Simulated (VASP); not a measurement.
# Mg (Im-3m) in VASP: notebook

The runs below take Mg through relaxation of cell and atoms, with r2SCAN.

All numbers are computed with VASP 6.6.1; they aren't measurements. Logs are shortened: lines on timing, memory, paths and dates and some standing lists are left out, and cuts for length are marked.

## 1. The cell of the first run

It takes space group Im-3m (No. 229, cubic). The conventional cell has a = 2.953 Å, b = 2.953 Å, c = 2.953 Å, α = 90.00°, β = 90.00°, γ = 90.00°. Within 3.4 Å of Mg (site symmetry m-3m) lie 14 Mg at 2.56 to 2.95 Å.

## 2. Relaxation of cell and atoms, r2SCAN, target pressure 58 GPa, at which the enthalpy is minimised

Contents of POSCAR:

```
Mg
1.0
   -1.4765000000      1.4765000000      1.4765000000
    1.4765000000     -1.4765000000      1.4765000000
    1.4765000000      1.4765000000     -1.4765000000
Mg
1
Direct
    0.0000000000      0.0000000000      0.0000000000
```

Contents of INCAR.step1:

```
  PREC = Accurate
  ENCUT = 600
  ISMEAR = 0
  SIGMA = 0.1
  LREAL = F
  LASPH = T
  NELM = 60
  GGA = PE
  ALGO = Normal
  EDIFF = 1E-4
  LWAVE = T
  LCHARG = F
```

Contents of INCAR.step2:

```
  PREC = Accurate
  ENCUT = 600
  EDIFF = 1E-7
  ISMEAR = 0
  SIGMA = 0.1
  LREAL = F
  LASPH = T
  NELM = 60
  ALGO = Normal
  ISIF = 3
  LWAVE = F
  LCHARG = F
  METAGGA = R2SCAN
  LMIXTAU = T
  IBRION = 2
  NSW = 80
  EDIFFG = -0.05
  PSTRESS = 580.0
  ISTART = 1
```

Contents of KPOINTS:

```
regular mesh
0
Gamma
  10 10 10
```

Potentials or basis: VASP PAW PBE potentials, release 64 (Mg).

Run with:

```
> cat potpaw_PBE.64/Mg/POTCAR > POTCAR
> cp INCAR.step1 INCAR
> mpirun -np 1 vasp_std > vasp.out
> cp INCAR.step2 INCAR
> mpirun -np 1 vasp_std > vasp.out
```

OUTCAR:

```text
PREC = Accurate
   ENCUT = 600
   EDIFF = 1E-7
   ISMEAR = 0
   LREAL = F
   LASPH = T
   NELM = 60
   ISIF = 3
   METAGGA = R2SCAN
   IBRION = 2
   NSW = 80
   EDIFFG = -0.05
   PSTRESS = 580.0
   ISTART = 1

 ion  position               nearest neighbor table
   1  0.000  0.000  0.000-

  LATTYP: Found a body centered cubic cell.
 ALAT       =     2.9530000000

  Lattice vectors:

 A1 = (  -1.4765000000,   1.4765000000,   1.4765000000)
 A2 = (   1.4765000000,  -1.4765000000,   1.4765000000)
 A3 = (   1.4765000000,   1.4765000000,  -1.4765000000)

Analysis of symmetry for initial positions (statically):
=====================================================================
 Subroutine PRICEL returns:
 Original cell was already a primitive cell.

 Routine SETGRP: Setting up the symmetry group for a
 body centered cubic supercell.

 Subroutine GETGRP returns: Found 48 space group operations
 (whereof 48 operations were pure point group operations)
 out of a pool of 48 trial point group operations.

The static configuration has the point symmetry O_h .

Analysis of symmetry for dynamics (positions and initial velocities):
=====================================================================
 Subroutine PRICEL returns:
 Original cell was already a primitive cell.

 Routine SETGRP: Setting up the symmetry group for a
 body centered cubic supercell.

 Subroutine GETGRP returns: Found 48 space group operations
 (whereof 48 operations were pure point group operations)
 out of a pool of 48 trial point group operations.

The dynamic configuration has the point symmetry O_h .

 Subroutine INISYM returns: Found 48 space group operations
 (whereof 48 operations are pure point group operations),
 and found     1 'primitive' translations

----------------------------------------------------------------------------------------

                                     Primitive cell

  volume of cell :      12.8754

  direct lattice vectors                    reciprocal lattice vectors
    -1.476500000  1.476500000  1.476500000     0.000000000  0.338638673  0.338638673
     1.476500000 -1.476500000  1.476500000     0.338638673  0.000000000  0.338638673
     1.476500000  1.476500000 -1.476500000     0.338638673  0.338638673  0.000000000

  length of vectors
     2.557373017  2.557373017  2.557373017     0.478907403  0.478907403  0.478907403

  position of ions in fractional coordinates (direct lattice)
     0.000000000  0.000000000  0.000000000

  ion indices of the primitive-cell ions
   primitive index   ion index
                 1           1

----------------------------------------------------------------------------------------

 KPOINTS: regular mesh

Automatic generation of k-mesh.
 Grid dimensions read from file:
 generate k-points for:   10   10   10

 Generating k-lattice:

  Cartesian coordinates                     Fractional coordinates (reciprocal lattice)
     0.000000000  0.033863867  0.033863867     0.100000000  0.000000000  0.000000000
     0.033863867  0.000000000  0.033863867     0.000000000  0.100000000  0.000000000
     0.033863867  0.033863867  0.000000000     0.000000000  0.000000000  0.100000000

  Length of vectors
     0.047890740  0.047890740  0.047890740

  Shift w.r.t. Gamma in fractional coordinates (k-lattice)
     0.000000000  0.000000000  0.000000000

 Subroutine IBZKPT returns following result:
 ===========================================

 Found     47 irreducible k-points:

 Following reciprocal coordinates:
            Coordinates               Weight
  0.000000  0.000000  0.000000      1.000000
  0.100000  0.000000  0.000000     12.000000
  0.200000  0.000000  0.000000     12.000000
  0.300000  0.000000  0.000000     12.000000
  0.400000  0.000000  0.000000     12.000000
  0.500000  0.000000  0.000000      6.000000
[... 16 lines left out ...]
  0.300000  0.300000  0.100000      8.000000
 -0.300000  0.300000  0.100000     24.000000
 [... further k-points ...]
   k-points           NKPTS =     47   k-points in BZ     NKDIM =     47   number of bands    NBANDS=      5
   number of dos      NEDOS =    301   number of ions     NIONS =      1
   total plane-waves  NPLWV =   8000
   dimension x,y,z NGX =    20 NGY =   20 NGZ =   20
   dimension x,y,z NGXF=    40 NGYF=   40 NGZF=   40
   ions per type =               1
   NGX,Y,Z   is equivalent  to a cutoff of  13.00, 13.00, 13.00 a.u.
   NGXF,Y,Z  is equivalent  to a cutoff of  26.00, 26.00, 26.00 a.u.
 SYSTEM =  unknown system
   PREC   = accura    normal or accurate (medium, high low for compatibility)
   ISTART =      1    job   : 0-new  1-cont  2-samecut
   ICHARG =      0    charge: 1-file 2-atom 10-const
   ISPIN  =      1    spin polarized calculation?
   LNONCOLLINEAR =      F non collinear calculations
   LSORBIT =      F    spin-orbit coupling
   LASPH  =      T    aspherical Exc in radial PAW
   ENCUT  =  600.0 eV  44.10 Ry    6.64 a.u.   5.11  5.11  5.11*2*pi/ulx,y,z
   NELM   =     60;   NELMIN=  2; NELMDL=  0     # of ELM steps
   EDIFF  = 0.1E-06   stopping-criterion for ELM
   LREAL  =      F    real-space projection
   EDIFFG = -.5E-01   stopping-criterion for IOM
   NSW    =     80    number of steps for IOM
   IBRION =      2    ionic relax: 0-MD 1-quasi-New 2-CG
   NFREE  =      1    steps in history (QN), initial steepest desc. (CG)
   ISIF   =      3    stress and relaxation
   ISYM   =      2    0-nonsym 1-usesym 2-fastsym
   POTIM  = 0.5000    time-step for ionic-motion
   TEBEG  =    0.0;   TEEND  =   0.0 temperature during run
   PSTRESS=  580.0 pullay stress
   NELECT =       2.0000    total number of electrons
   NUPDOWN=      -1.0000    fix difference up-down
   EMIN   =  10.00;   EMAX   =-10.00  energy-range for DOS
   EFERMI =   0.00;   METHOD = LEGACY
   ISMEAR =     0;   SIGMA  =   0.10  broadening in eV -4-tet -1-fermi 0-gaus
   EFERMI_NEDOS =   21; number of points for ismear=-14 and -15
   IALGO  =     38    algorithm
   IMIX   =      4    mixing-type and parameters
     AMIX     =   0.40;   BMIX     =  1.00
     AMIX_MAG =   1.60;   BMIX_MAG =  1.00
  volume/ion in A,a.u.               =      12.88        86.89
  Fermi-wavevector in a.u.,A,eV,Ry     =   0.880031  1.663018 10.537098  0.774455
  Thomas-Fermi vector in A             =   2.000336
   LORBIT       =      0    0 simple, 1 ext, 2 COOP (PROOUT), +10 PAW based schemes
   METAGGA = R2SCAN    functional components
   LHFCALC =     F    Hartree Fock is set to
   AEXX    =    0.0000 exact exchange contribution
   IVDW    =     0    specifies the selected vdW correction
   LEPSILON=     F    determine dielectric tensor
   LRPA    =     F    only Hartree local field effects (RPA)
 conjugate gradient relaxation of ions
 non-spin polarized calculation
 Gauss-broadening in eV      SIGMA  =   0.10
  energy-cutoff  :      600.00
  volume of cell :       12.88
 maximum number of plane-waves:       445
   NGX = 11   NGY = 11   NGZ = 11

--------------------------------------- Ionic step        1  -------------------------------------------

 number of electron       2.0000000 magnetization

 Free energy of the ion-electron system (eV)
  ---------------------------------------------------
  ext. energy  EPLUGINS =         0.00000000
  ---------------------------------------------------
  free energy    TOTEN  =        -2.92119848 eV

  energy without entropy =       -2.91925951  energy(sigma->0) =       -2.92022900

------------------------ aborting loop because EDIFF is reached ----------------------------------------

  FORCE on cell =-STRESS in cart. coord.  units (eV):
  Direction    XX          YY          ZZ          XY          YZ          ZX
  --------------------------------------------------------------------------------------
  -------------------------------------------------------------------------------------
  Total        5.0964130      5.0964130      5.0964130     -0.0000000      0.0000000     -0.0000000
  in kB      634.1833768    634.1833768    634.1833768     -0.0000000      0.0000000     -0.0000000
  external PRESSURE =      54.1833768 kB  Pullay stress =     580.0000000 kB

 VOLUME and BASIS-vectors are now :
 -----------------------------------------------------------------------------
  energy-cutoff  :      600.00
  volume of cell :       12.88
      direct lattice vectors                 reciprocal lattice vectors
    -1.476500000  1.476500000  1.476500000     0.000000000  0.338638673  0.338638673
     1.476500000 -1.476500000  1.476500000     0.338638673  0.000000000  0.338638673
     1.476500000  1.476500000 -1.476500000     0.338638673  0.338638673  0.000000000
[... 44 lines left out ...]
  FREE ENERGIE OF THE ION-ELECTRON SYSTEM (eV)
  ---------------------------------------------------
  free  energy   TOTEN  =        -3.2126279051 eV

  energy  without entropy=       -3.2105823023  energy(sigma->0) =       -3.21160510

  enthalpy is  TOTEN    =         1.7482994231 eV   P V=        4.9609273282

--------------------------------------- Ionic step        3  -------------------------------------------

 number of electron       2.0000000 magnetization

 Free energy of the ion-electron system (eV)
  ---------------------------------------------------
  ext. energy  EPLUGINS =         0.00000000
  ---------------------------------------------------
  free energy    TOTEN  =        -3.03807839 eV

  energy without entropy =       -3.03611409  energy(sigma->0) =       -3.03709624

 E-fermi :   6.5327     XC(G=0): -11.0584

 val. band max:        6.5190481424   @ k =   0.5000   0.5000   0.3000
 cond. band min:       6.5398376834   @ k =   0.3000   0.3000   0.1000
 fundamental gap:      0.0207895410
 Fermi energy:         6.5327349400

 k-point     1 :       0.0000    0.0000    0.0000
  band No.  band energies     occupation
      1      -3.8732      2.00000
      2      24.6774      0.00000
      3      24.6774      0.00000
      4      24.6774      0.00000
      5      27.5104      0.00000

 k-point     2 :       0.1000    0.0000    0.0000
  band No.  band energies     occupation
      1      -3.5130      2.00000
      2      21.5598      0.00000
      3      23.0355      0.00000
      4      24.2773      0.00000
      5      25.7719      0.00000

 k-point     3 :       0.2000    0.0000    0.0000
  band No.  band energies     occupation
      1      -2.4462      2.00000
      2      16.6780      0.00000
      3      20.8151      0.00000
      4      23.4798      0.00000
      5      23.9310      0.00000
[... 153 lines left out ...]
 k-point    23 :       0.3000    0.3000    0.1000
  band No.  band energies     occupation
      1       6.5398      0.91999
      2       6.5398      0.91994
      3       9.4002      0.00000
      4      16.4587      0.00000
      5      31.9817      0.00000

 k-point    24 :      -0.3000    0.3000    0.1000
  band No.  band energies     occupation
      1      -0.3731      2.00000
      2      12.4355      0.00000
      3      17.8629      0.00000
      4      20.4698      0.00000
      5      24.5840      0.00000

 [... further k-points ...]

------------------------ aborting loop because EDIFF is reached ----------------------------------------

  FORCE on cell =-STRESS in cart. coord.  units (eV):
  Direction    XX          YY          ZZ          XY          YZ          ZX
  --------------------------------------------------------------------------------------
  -------------------------------------------------------------------------------------
  Total        4.7723592      4.7723592      4.7723592      0.0000000      0.0000000     -0.0000000
  in kB      579.9431642    579.9431642    579.9431642      0.0000000      0.0000000     -0.0000000
  external PRESSURE =      -0.0568358 kB  Pullay stress =     580.0000000 kB

 VOLUME and BASIS-vectors are now :
 -----------------------------------------------------------------------------
  energy-cutoff  :      600.00
  volume of cell :       13.18
      direct lattice vectors                 reciprocal lattice vectors
    -1.488216425  1.488216425  1.488216425     0.000000000  0.335972639  0.335972639
     1.488216425 -1.488216425  1.488216425     0.335972639  0.000000000  0.335972639
     1.488216425  1.488216425 -1.488216425     0.335972639  0.335972639  0.000000000

 POSITION                                       TOTAL-FORCE (eV/Angst)
 -----------------------------------------------------------------------------------
      0.00000      0.00000     -0.00000         0.000000     -0.000000      0.000000
 -----------------------------------------------------------------------------------
    total drift:                                0.000000      0.000000      0.000000

  FREE ENERGIE OF THE ION-ELECTRON SYSTEM (eV)
  ---------------------------------------------------
  free  energy   TOTEN  =        -3.0380783877 eV

  energy  without entropy=       -3.0361140889  energy(sigma->0) =       -3.03709624

  enthalpy is  TOTEN    =         1.7347484990 eV   P V=        4.7728268867

 reached required accuracy - stopping structural energy minimisation
```

It took 19 s on 1 thread of Intel Xeon 6975P-C (Granite Rapids), shared host; peak memory 0.13 GiB.

Results:

- Free energy: -3.0381 eV
- Relaxed volume: 13.18 Å³/atom
- Relaxed cell: a = 2.578 Å, b = 2.578 Å, c = 2.578 Å, α = 109.47°, β = 109.47°, γ = 109.47°
- Space group after relaxing (to 0.05 Å): Im-3m (No. 229)
- Energy change on relaxing (the enthalpy is what falls): -116.9 meV/atom
- Ionic steps: 3
- Pressure after relaxing: 58.0 GPa
- Band gap on the k mesh: zero (band 1 reaches 10.42 eV, above the bottom of band 2 at 5.47 eV)

Step by step:
| step | energy change (eV) | largest force (eV/Å) | pressure (GPa) | volume (Å³) |
| --- | --- | --- | --- | --- |
| 1 | 0.0000 | 0.0000 | 63.42 | 12.88 |
| 2 | -0.2914 | 0.0000 | 49.91 | 13.70 |
| 3 | -0.1169 | 0.0000 | 57.99 | 13.18 |

Final structure:
```
Mg
1.0
    -1.48822    1.48822    1.48822
     1.48822   -1.48822    1.48822
     1.48822    1.48822   -1.48822
Mg
1
Direct
  0.00000 0.00000 0.00000
```

Caveat: the cell is relaxed towards a set pressure, so the enthalpy falls and the energy may rise; the PAW data sets were made with another functional, which shifts forces and pressure a little. Zero-point motion and thermal expansion aren't in these numbers.

## 3. Relaxation of cell and atoms, r2SCAN, target pressure 58 GPa, at which the enthalpy is minimised

This run uses another cell than the first one, of 13.20 Å³/atom, 1.025 times its volume.

Contents of POSCAR:

```
Mg
1.0
   -1.4887302530      1.4887302530      1.4887302530
    1.4887302530     -1.4887302530      1.4887302530
    1.4887302530      1.4887302530     -1.4887302530
Mg
1
Direct
    0.0000000000      0.0000000000      0.0000000000
```

Contents of INCAR.step1:

```
SYSTEM = Mg
PREC = Accurate
ENCUT = 600
ISMEAR = -1
SIGMA = 0.1
LREAL = .False.
LASPH = .True.
NELM = 80
GGA = PE
ALGO = Normal
EDIFF = 1E-4
LWAVE = .True.
LCHARG = .False.
```

Contents of INCAR.step2:

```
SYSTEM = Mg
PREC = Accurate
ENCUT = 600
EDIFF = 1E-6
ISMEAR = -1
SIGMA = 0.1
LREAL = .False.
LASPH = .True.
NELM = 80
ALGO = Normal
ISIF = 3
LWAVE = .False.
LCHARG = .False.
METAGGA = R2SCAN
LMIXTAU = .True.
IBRION = 2
NSW = 80
EDIFFG = -0.002
PSTRESS = 580.0
ISTART = 1
```

Contents of KPOINTS:

```
Automatic mesh
0
Gamma
  20 20 20
  0 0 0
```

Potentials or basis: VASP PAW PBE potentials, release 64 (Mg).

Run with:

```
> cat potpaw_PBE.64/Mg/POTCAR > POTCAR
> cp INCAR.step1 INCAR
> mpirun -np 1 vasp_std > vasp.out
> cp INCAR.step2 INCAR
> mpirun -np 1 vasp_std > vasp.out
```

It took 52 s on 1 thread of Intel Xeon 6975P-C (Granite Rapids), shared host; peak memory 0.16 GiB.

It converged, with:

- Free energy: -3.0480 eV
- Relaxed volume: 13.18 Å³/atom
- Relaxed cell: a = 2.577 Å, b = 2.577 Å, c = 2.577 Å, α = 109.47°, β = 109.47°, γ = 109.47°
- Space group after relaxing (to 0.05 Å): Im-3m (No. 229)
- Energy change on relaxing (the enthalpy is what falls): +5.9 meV/atom
- Ionic steps: 4
- Pressure after relaxing: 58.0 GPa
- Band gap on the k mesh: zero (band 1 reaches 10.42 eV, above the bottom of band 2 at 5.48 eV)

The path:
| step | energy change (eV) | largest force (eV/Å) | pressure (GPa) | volume (Å³) |
| --- | --- | --- | --- | --- |
| 1 | 0.0000 | 0.0000 | 57.72 | 13.20 |
| 2 | 0.0160 | 0.0000 | 58.45 | 13.15 |
| 3 | 0.0074 | 0.0000 | 58.07 | 13.18 |
| 4 | 0.0059 | 0.0000 | 58.00 | 13.18 |

Final structure:
```
Mg
1.0
    -1.48811    1.48811    1.48811
     1.48811   -1.48811    1.48811
     1.48811    1.48811   -1.48811
Mg
1
Direct
  0.00000 0.00000 0.00000
```

Levels at points of the mesh, in eV from the Fermi level:
| k point | band 1 | band 2 | band 3 | band 4 |
| --- | --- | --- | --- | --- |
| (0.00, 0.00, 0.00) | -10.27 | 18.28 | 18.28 | 18.28 |
| (0.50, 0.00, 0.00) | -2.54 | -0.92 | 11.34 | 15.19 |
| (0.50, 0.50, 0.50) | 4.03 | 4.03 | 6.38 | 6.38 |

Caveat: the cell is relaxed towards a set pressure, so the enthalpy falls and the energy may rise; the PAW data sets were made with another functional, which shifts forces and pressure a little.
